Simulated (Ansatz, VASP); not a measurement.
Two plane-wave programs on NiO

File INCAR:

```
PREC = Accurate
ENCUT = 700
EDIFF = 1E-6
ISMEAR = 0
SIGMA = 0.05
LREAL = F
LASPH = T
NELM = 200
ALGO = Normal
ISIF = 2
LWAVE = F
LCHARG = T
ISPIN = 2
MAGMOM = 1.9 0.22
LORBIT = 11
LMAXMIX = 4
LDAU = T
LDAUTYPE = 2
LDAUL = 2 -1
LDAUU = 6.2 0
LDAUJ = 0 0
LDAUPRINT = 1
GGA = PE
IVDW = 13
LELF = T
LVHAR = T
NBANDS = 23
GGA_COMPAT = F
```

KPOINTS

```
Automatic mesh
0
Gamma
  10 10 10
```

POSCAR

```
NiO
1.0
    0.0000000000      2.1031129218      2.1031129218
    2.1031129218      0.0000000000      2.1031129218
    2.1031129218      2.1031129218      0.0000000000
Ni O
1 1
Direct
    0.0000000000      0.0000000000      0.0000000000
    0.5000000000      0.5000000000      0.5000000000
```

Input for Ansatz:

```yaml
crystal:
  lattice:
    - [0.0, 2.1031129218, 2.1031129218]
    - [2.1031129218, 0.0, 2.1031129218]
    - [2.1031129218, 2.1031129218, 0.0]
  atoms:
    - { symbol: Ni, position: [0.0, 0.0, 0.0], spin: 1.9 }
    - { symbol: O, position: [0.5, 0.5, 0.5] }
basis:
  ecutwfc: 420
  ecutrho_ratio: 4
kpoints:
  mp_grid: { grid: [10, 10, 10] }
hamiltonian:
  xc: pbe
  dispersion: d4
  hubbard:
    sites:
      - { species: Ni, l: d, u_eff: 6.2, starting_ns: start.occupation_matrices }
    ns_hold: { iters: 6 }
scf:
  occupations: { method: gaussian, width: 0.05 }
  lower_state_search: "off"
output:
  forces: true
  stress: true
  eigenvalues: true
  populations: true
  hubbard: { sites: [{ species: Ni, l: d }] }
magnetization:
  spin_polarized: true
```

Alike in both runs: task single point; functional PBE; dispersion D4; k mesh 10 × 10 × 10; occupations gaussian, width 0.05 eV; collinear spin; Hubbard terms Ni d U = 6.2 eV.

|  | VASP | Ansatz |
| --- | --- | --- |
| version | VASP 6.6.1 | Ansatz 0.2.0 |
| potentials or method | VASP PAW PBE potentials, release 64 (Ni_sv_GW, O), cutoff 700 eV | scalar-relativistic, plane waves, PAW |
| valence electrons in the cell | 24 | 24 |

|  | VASP | Ansatz | Ansatz less VASP |
| --- | --- | --- | --- |
| gap on the k mesh at the Fermi level (eV) | 2.22 | 2.16 | -0.063 |
| least direct gap on the mesh (eV) | 3.40 | 2.89 | -0.506 |
| pressure (GPa) | 8.1 | 10.7 | +2.58 |
| net moment per atom (μB) | 1.00 | 1.00 | 0.000 |
| size of the moment on the site where the two differ most (μB) | 1.79 | 1.73 | -0.066 |

Site moments also hang on the region over which each program counts them. The programs project onto different local orbitals, so the same U acts differently, and such runs can settle in different states. Ansatz's warnings: dispersion switch in reach, stability check not made.
